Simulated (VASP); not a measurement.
## Zr2NbTe4: relaxation of cell and atoms with PBE

Crystal: Zr2NbTe4.

```xyz
7
Lattice="0.0000 4.5822 4.5822 4.5822 0.0000 4.5822 4.5822 4.5822 0.0000" Properties=species:S:1:pos:R:3 pbc="T T T"
Zr    2.2911    2.2911    2.2911
Zr    0.0000    0.0000    0.0000
Nb    4.5822    4.5822    4.5822
Te    5.8837    5.8837    5.8837
Te    3.2806    3.2806    5.8837
Te    3.2806    5.8837    3.2806
Te    5.8837    3.2806    3.2806
```

The cell was generated, and may not be a known phase.

```
Program                : VASP 6.6.1
Task                   : relaxation of cell and atoms
Functional             : PBE
Potentials or basis    : VASP PAW PBE potentials, release 64 (Zr_sv, Nb_sv, Te)
Cutoff                 : 500 eV
k mesh                 : 3 × 3 × 3
Occupations            : gaussian, width 0.2 eV
Spin                   : no spin polarisation
Dipole correction      : no
Further INCAR settings : ALGO = Normal; EDIFF = 1e-07; IBRION = 2; EDIFFG = -0.08; NSW = 36; ISIF = 3
```

The relaxed volume is 38.95 Å³/atom. The relaxed cell is a = 7.278 Å, b = 7.278 Å, c = 7.278 Å, α = 60.00°, β = 60.00°, γ = 60.00°. The space group after relaxing (to 0.1 Å) is F-43m (No. 216). The energy gained by relaxing is 681.7 meV/atom. The ionic steps are 8 and the pressure after relaxing is 0.0 GPa. The largest force after relaxing is 0.015 eV/Å. The band gap on the k mesh is zero (an odd number of electrons rules out a gap without spin polarisation).

Forces on the atoms (eV/Å):
```
Zr   0.000  0.000  0.000
Zr   0.000  0.000  0.000
Nb   0.000  0.000  0.000
Te   0.009  0.009  0.009
Te  -0.009 -0.009  0.009
Te  -0.009  0.009 -0.009
Te   0.009 -0.009 -0.009
```

The path:
```
step  energy change (eV)  largest force (eV/Å)  pressure (GPa)  volume (Å³)
   1              0.0000                3.4251           25.92       192.42
   2             -1.2693                3.4322           -5.44       344.71
   3             -4.1547                2.7690            1.34       255.67
   4             -4.1589                2.7226            1.59       254.28
   5             -4.7567                0.2207           -0.79       278.17
   6             -4.7571                0.2794           -0.75       277.38
   7             -4.7685                0.1667            0.36       270.39
   8             -4.7721                0.0154           -0.01       272.65
```

Final structure:
```cif
data_structure
_symmetry_space_group_name_H-M 'P 1'
_symmetry_Int_Tables_number 1
_cell_length_a 7.2785
_cell_length_b 7.2785
_cell_length_c 7.2785
_cell_angle_alpha 60.000
_cell_angle_beta 60.000
_cell_angle_gamma 60.000
_cell_volume 272.65
loop_
_atom_site_label
_atom_site_type_symbol
_atom_site_fract_x
_atom_site_fract_y
_atom_site_fract_z
_atom_site_occupancy
Zr1 Zr 0.25000 0.25000 0.25000 1
Zr2 Zr 0.00000 0.00000 0.00000 1
Nb1 Nb 0.50000 0.50000 0.50000 1
Te1 Te 0.64150 0.64150 0.64150 1
Te2 Te 0.64150 0.64150 0.07549 1
Te3 Te 0.64150 0.07549 0.64150 1
Te4 Te 0.07549 0.64150 0.64150 1
```

Levels at points of the mesh, in eV from the Fermi level:
```tsv
k point	band 26	band 27	band 28	band 29	band 30	band 31	band 32	band 33	band 34	band 35
(0.00, 0.00, 0.00)	-1.46	-0.13	-0.13	-0.13	0.25	0.25	0.25	0.32	0.32	0.67
```

It took 23 min on 1 thread of Intel Xeon 8259CL (shared host), peak memory 0.33 GiB.

Caveat: the k points lie up to 0.35 Å⁻¹ apart in the final cell, too coarse for converged energies and pressures of a metal; the volume moved by over 15 % at a fixed basis, so the end points are rough; spin-orbit coupling is left out, which moves the levels of the heavy elements.
